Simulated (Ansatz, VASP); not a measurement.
## One calculation of Al, two programs

The input INCAR:

```
PREC = Accurate
ENCUT = 600
EDIFF = 1E-6
ISMEAR = 0
SIGMA = 0.1
LREAL = F
LASPH = T
NELM = 100
ALGO = Normal
ISIF = 3
LWAVE = F
LCHARG = F
GGA = PS
IBRION = 2
NSW = 65
EDIFFG = -0.01
```

KPOINTS

```
regular mesh
0
Gamma
  18 18 2
```

Contents of POSCAR:

```
Al
1.0
    2.8507880184      0.0000000000      0.0000000000
   -1.4253940092      2.4688548448      0.0000000000
    0.0000000000      0.0000000000     25.4996831956
Al
11
Direct
    0.0000000000      0.0000000000      0.0000000000
    0.3333333333      0.6666666667      0.0909090909
    0.0000000000      0.0000000000      0.1818181818
    0.3333333333      0.6666666667      0.2727272727
    0.6666666667      0.3333333333      0.3636363636
    0.0000000000      0.0000000000      0.4545454545
    0.6666666667      0.3333333333      0.5454545455
    0.0000000000      0.0000000000      0.6363636364
    0.6666666667      0.3333333333      0.7272727273
    0.0000000000      0.0000000000      0.8181818182
    0.3333333333      0.6666666667      0.9090909091
```

Input for Ansatz:

```yaml
crystal:
  lattice:
    - [2.8507880184, 0.0, 0.0]
    - [-1.4253940092, 2.4688548448, 0.0]
    - [0.0, 0.0, 25.4996831956]
  atoms:
    - { symbol: Al, position: [0.0, 0.0, 0.0] }
    - { symbol: Al, position: [0.3333333333, 0.6666666667, 0.0909090909] }
    - { symbol: Al, position: [0.0, 0.0, 0.1818181818] }
    - { symbol: Al, position: [0.3333333333, 0.6666666667, 0.2727272727] }
    - { symbol: Al, position: [0.6666666667, 0.3333333333, 0.3636363636] }
    - { symbol: Al, position: [0.0, 0.0, 0.4545454545] }
    - { symbol: Al, position: [0.6666666667, 0.3333333333, 0.5454545455] }
    - { symbol: Al, position: [0.0, 0.0, 0.6363636364] }
    - { symbol: Al, position: [0.6666666667, 0.3333333333, 0.7272727273] }
    - { symbol: Al, position: [0.0, 0.0, 0.8181818182] }
    - { symbol: Al, position: [0.3333333333, 0.6666666667, 0.9090909091] }
basis:
  ecutwfc: 420
kpoints:
  mp_grid: { grid: [18, 18, 2] }
hamiltonian:
  xc: pbesol
scf:
  occupations: { method: gaussian, width: 0.1 }
output:
  forces: true
  stress: true
  eigenvalues: true
  populations: true
  write_density: true
  write_potential: true
  elf: true
  volumetric_format: npy
relax:
  adjacent_minimum: "off"
  f_tol: 0.01
  max_steps: 45
  cell: { stress_tol: 0.05 }
```

Alike in both runs: task relaxation of cell and atoms; functional PBEsol; k mesh 18 × 18 × 2; occupations gaussian, width 0.1 eV; no spin polarisation.

```csv
,VASP,Ansatz
version,VASP 6.6.1,Ansatz 0.2.0
potentials or method,"VASP PAW PBE potentials, release 64 (Al), cutoff 600 eV","scalar-relativistic, plane waves, PAW"
valence electrons in the cell,33,33
```

```csv
,VASP,Ansatz,Ansatz less VASP
"gap on the k mesh at the Fermi level, each at its own relaxed structure (eV)",none,none,-
relaxed volume (Å³/atom),16.29,16.28,-0.004
relaxed cell length with the largest relative difference (Å),2.832,2.832,-0.0004
```

VASP's potentials were made for PBE, not for PBEsol. A gap of «none» marks a metal or a gap that the smearing closes.

Noted on VASP's run: too few bands were computed for a metal, which touches its energy and stress.
